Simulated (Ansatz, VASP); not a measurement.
## One calculation of BN, two programs

Contents of INCAR:

```
ALGO     = Normal         # electronic algorithm
EDIFF    = 1E-6           # SCF threshold, eV
ENCUT    = 520            # plane-wave cutoff, eV
GGA      = PE             # functional
ISIF     = 2              # what is computed and relaxed
ISMEAR   = 0              # smearing method
LASPH    = T              # aspherical terms in the spheres
LCHARG   = F              # write CHGCAR
LREAL    = F              # projectors in reciprocal space
LWAVE    = F              # write WAVECAR
NBANDS   = 16             # bands
NELM     = 60             # most SCF steps
PREC     = Accurate       # precision mode
SIGMA    = 0.05           # smearing width, eV
```

KPOINTS

```
k-points
0
Gamma
  12 12 4
```

Contents of POSCAR:

```
BN
1.0
    2.5039917043      0.0000000000      0.0000000000
   -1.2519958522      2.1685204268      0.0000000000
    0.0000000000      0.0000000000      6.6612000000
B N
2 2
Direct
    0.3199704088      0.6568843270      0.2500000000
    0.6800295912      0.3431156730      0.7500000000
    0.3466818100      0.6764384298      0.7500000000
    0.6533181900      0.3235615702      0.2500000000
```

Input for Ansatz:

```yaml
crystal:
  lattice:
    - [2.5039917043, 0.0, 0.0]
    - [-1.2519958522, 2.1685204268, 0.0]
    - [0.0, 0.0, 6.6612]
  atoms:
    - { symbol: B, position: [0.3199704088, 0.656884327, 0.25] }
    - { symbol: B, position: [0.6800295912, 0.343115673, 0.75] }
    - { symbol: "N", position: [0.34668181, 0.6764384298, 0.75] }
    - { symbol: "N", position: [0.65331819, 0.3235615702, 0.25] }
basis:
  ecutwfc: 420
kpoints:
  mp_grid: { grid: [12, 12, 4] }
hamiltonian:
  xc: pbe
scf:
  occupations: { method: gaussian, width: 0.05 }
output:
  forces: true
  stress: true
  eigenvalues: true
```

Change from the starting cell: mode 4 (44.6 1/cm) frozen in, largest displacement -0.030 Å.

Alike in both runs: task single point; functional PBE; k mesh 12 × 12 × 4; occupations gaussian, width 0.05 eV; no spin polarisation.

|  | VASP | Ansatz |
| --- | --- | --- |
| version | VASP 6.6.1 | Ansatz 0.2.0 |
| potentials or method | VASP PAW PBE potentials, release 64 (B, N), cutoff 520 eV | scalar-relativistic, plane waves, PAW |
| valence electrons in the cell | 16 | 16 |

```csv
,VASP,Ansatz,Ansatz less VASP
gap on the k mesh at the Fermi level (eV),4.17,4.18,+0.007
least direct gap on the mesh (eV),4.56,4.56,+0.005
pressure (GPa),3.4,3.3,-0.08
"traceless stress, the component that is largest in VASP (GPa)",-0.68,-0.47,+0.202
```

The functional is the same, so the differences come from potentials, cutoffs and numerics.
